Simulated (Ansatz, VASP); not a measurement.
**Two plane-wave programs on ZnSe**

```xyz
2
Lattice="0.0000 2.8138 2.8138 2.8138 0.0000 2.8138 2.8138 2.8138 0.0000" Properties=species:S:1:pos:R:3 pbc="T T T"
Zn    0.0000    0.0000    0.0000
Se    1.4069    1.4069    1.4069
```

Alike in both runs: functional revPBE; dispersion D3(BJ); k mesh 6 × 6 × 6; no spin polarisation.

Ansatz relaxed the structure, and its values are those at the end. VASP's run is a single point on that final structure, the one shown.

|  | VASP | Ansatz |
| --- | --- | --- |
| version | VASP 6.6.1 | Ansatz 0.2.0 |
| potentials or method | VASP PAW PBE potentials, release 64 (Zn, Se), cutoff 520 eV | plane waves, PAW |
| occupations | gaussian, width 0.01 eV | fixed |
| valence electrons in the cell | 18 | 28 |

```tsv
	VASP	Ansatz	Ansatz less VASP
pressure (GPa)	0.3	0.0	-0.27
```

VASP's potentials were made for PBE, not for revPBE. VASP's potentials hold 18 valence electrons a cell and Ansatz's 28, so a difference there can come from the potentials and not from the codes.
